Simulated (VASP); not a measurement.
Set up this calculation in VASP 6.6.1, as the native input.

```yaml
Task: single point
Functional: LDA
Potentials_or_basis: VASP PAW LDA potentials, release 64 (Al, Ti_sv, H)
Cutoff: 520 eV
k_mesh: 6 × 6 × 1
Occupations: gaussian, width 0.1 eV
Spin: no spin polarisation
Dipole_correction: yes
Further_INCAR_settings: ALGO = Normal; EDIFF = 1e-07; NBANDS = 33
```

The structure of TiAl3H lies in POSCAR:

```
TiAl3H
1.0
    5.0133158832      0.0000000000      0.0000000000
    2.1650041019      4.5217356605      0.0000000000
    0.0000000000      0.0000000000     22.0677223531
Al Ti H
6 2 2
Direct
    0.5000000000      0.0000000000      0.1812602105
    0.0000000000      0.5000000000      0.1812602105
    0.0000000000      0.0000000000      0.2418017965
    0.0000000000      0.5000000000      0.3061179612
    0.5000000000      0.0000000000      0.3061179612
    0.5000000000      0.5000000000      0.3655892631
    0.5000000000      0.5000000000      0.2418017965
    0.0000000000      0.0000000000      0.3624433202
    0.0000000000     -0.0648273533      0.4834083999
    0.0000000000      0.0648273533      0.4834083999
```

These files were run (other wordings do the same):

INCAR

```
ALGO = Normal ; DIPOL = 0.5 0.5 0.315
EDIFF = 1E-7 ; ENCUT = 520
IDIPOL = 3 ; ISIF = 2
ISMEAR = 0 ; LASPH = True
LCHARG = False ; LDIPOL = True
LREAL = False ; LWAVE = False
NBANDS = 33 ; NELM = 100
PREC = Accurate ; SIGMA = 0.1
```

KPOINTS

```
k-points
0
Gamma
  6 6 1
```

Potentials or basis: VASP PAW LDA potentials, release 64 (Al, Ti_sv, H).

The run is started by

```console
$ cat potpaw_LDA.64/Al/POTCAR potpaw_LDA.64/Ti_sv/POTCAR potpaw_LDA.64/H/POTCAR > POTCAR
$ mpirun -np 1 vasp_std > vasp.out
```

Results of the run:

```yaml
Largest_force: 5.929 eV/Å
Band_gap_on_the_k_mesh: zero (bands 22 and 23 overlap by 0.33 eV)
```

Run time: 6.1 min on 1 thread of Intel(R) Xeon(R) 6975P-C (Granite Rapids), with other jobs on the host, peak memory 0.61 GiB.
